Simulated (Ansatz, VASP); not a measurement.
**Ge in VASP and in Ansatz**

INCAR

```
SYSTEM = Ge
PREC = Accurate ; ENCUT = 520
EDIFF = 1E-7 ; ISMEAR = 0
SIGMA = 0.15 ; LREAL = .FALSE.
LASPH = .TRUE. ; NELM = 80
ALGO = Fast ; ISIF = 2
LWAVE = .FALSE. ; LCHARG = .FALSE.
GGA = CA ; NBANDS = 66
```

The input KPOINTS:

```
regular mesh
0
G
  9 9 9
  0 0 0
```

File POSCAR:

```
Ge
1.0
    4.8313000000      2.7893523555      2.0754666667
   -4.8313000000      2.7893523555      2.0754666667
    0.0000000000     -5.5787047111      2.0754666667
Ge
8
Direct
    0.7160372198      0.7160372198      0.7160372198
    0.2839627802      0.2839627802      0.2839627802
    0.0289443365      0.7253625346      0.5322921793
    0.5322921793      0.0289443365      0.7253625346
    0.7253625346      0.5322921793      0.0289443365
    0.9710556635      0.2746374654      0.4677078207
    0.4677078207      0.9710556635      0.2746374654
    0.2746374654      0.4677078207      0.9710556635
```

Input for Ansatz:

```yaml
crystal:
  lattice:
    - [4.8313, 2.7893523555, 2.0754666667]
    - [-4.8313, 2.7893523555, 2.0754666667]
    - [0.0, -5.5787047111, 2.0754666667]
  atoms:
    - { symbol: Ge, position: [0.7160372198, 0.7160372198, 0.7160372198] }
    - { symbol: Ge, position: [0.2839627802, 0.2839627802, 0.2839627802] }
    - { symbol: Ge, position: [0.0289443365, 0.7253625346, 0.5322921793] }
    - { symbol: Ge, position: [0.5322921793, 0.0289443365, 0.7253625346] }
    - { symbol: Ge, position: [0.7253625346, 0.5322921793, 0.0289443365] }
    - { symbol: Ge, position: [0.9710556635, 0.2746374654, 0.4677078207] }
    - { symbol: Ge, position: [0.4677078207, 0.9710556635, 0.2746374654] }
    - { symbol: Ge, position: [0.2746374654, 0.4677078207, 0.9710556635] }
basis:
  ecutwfc: 420
kpoints:
  mp_grid: { grid: [9, 9, 9] }
hamiltonian:
  xc: lda
  pseudopotentials: { kind: paw, azcp: { folder: soft_1 } }
scf:
  occupations: { method: gaussian, width: 0.15 }
output:
  forces: true
  stress: true
  eigenvalues: true
```

Alike in both runs: task single point; functional LDA; k mesh 9 × 9 × 9; occupations gaussian, width 0.15 eV; no spin polarisation.

|  | VASP | Ansatz |
| --- | --- | --- |
| version | VASP 6.6.1 | Ansatz 0.2.0 |
| potentials or method | VASP PAW LDA potentials, release 64 (Ge_d), cutoff 520 eV | scalar-relativistic, plane waves, PAW |
| valence electrons in the cell | 112 | 112 |

|  | VASP | Ansatz | Ansatz less VASP |
| --- | --- | --- | --- |
| gap on the k mesh at the Fermi level (eV) | none | none | - |
| pressure (GPa) | -2.6 | -2.7 | -0.10 |
| traceless stress, the component that is largest in VASP (GPa) | -6.35 | -6.30 | +0.059 |
| rms of the force components (eV/Å) | 0.272 | 0.270 | -0.0021 |

Ansatz warns that its potentials were made for another functional, while VASP's fit it. LDA's correlation is that of Perdew and Zunger in VASP and of Perdew and Wang (1992) in Ansatz. Atom by atom the forces differ by 0.005 eV/Å (rms over components). A gap of «none» marks a metal or a gap that the smearing closes.
